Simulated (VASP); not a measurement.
Wanted: the native input for a VASP 6.6.1 run.

* Task: single point
* Functional: LDA
* Potentials or basis: VASP PAW LDA potentials, release 64 (Sc_sv, H)
* Cutoff: 520 eV
* k mesh: 4 × 6 × 1
* Occupations: gaussian, width 0.1 eV
* Spin: no spin polarisation
* Dipole correction: yes
* Further INCAR settings: ALGO = Normal; EDIFF = 1e-06; NBANDS = 54

The structure of Sc8H lies in POSCAR:

```
Sc8H
1.0
    6.4591689165      0.0000000000      0.0000000000
    0.0000000000      4.9849552023      0.0000000000
    0.0000000000      0.0000000000     19.0264987477
Sc H
8 1
Direct
    0.0000000000      0.7500000000      0.2102331098
    0.5000000000      0.7500000000      0.2102331098
    0.2500000000      0.2500000000      0.2592332301
    0.7500000000      0.2500000000      0.2592332301
    0.2500000000      0.7500000000      0.3431453096
    0.7500000000      0.7500000000      0.3431453096
    0.0000000000      0.2500000000      0.3955798094
    0.5000000000      0.2500000000      0.3955798094
    0.2500000000      0.5000000000      0.4262683318
```

One way to write it, as run:

INCAR

```
ALGO = Normal
DIPOL = 0.5 0.5 0.316
EDIFF = 1E-6
ENCUT = 520
IDIPOL = 3
ISIF = 2
ISMEAR = 0
LASPH = T
LCHARG = F
LDIPOL = T
LREAL = F
LWAVE = F
NBANDS = 54
NELM = 80
PREC = Accurate
SIGMA = 0.1
```

KPOINTS

```
k-points
0
Gamma
  4 6 1
```

Potentials or basis: VASP PAW LDA potentials, release 64 (Sc_sv, H).

The run is started by

```sh
$ cat potpaw_LDA.64/Sc_sv/POTCAR potpaw_LDA.64/H/POTCAR > POTCAR
$ mpirun -np 1 vasp_std > vasp.out
```

Results of the run:

```json
{
  "Largest force": "0.712 eV/Å",
  "Band gap on the k mesh": "zero (an odd number of electrons rules out a gap without spin polarisation)"
}
```

Wall time 9 min on 1 thread of Intel(R) Xeon(R) 6975P-C (Granite Rapids), with other jobs on the host, peak memory 0.63 GiB.
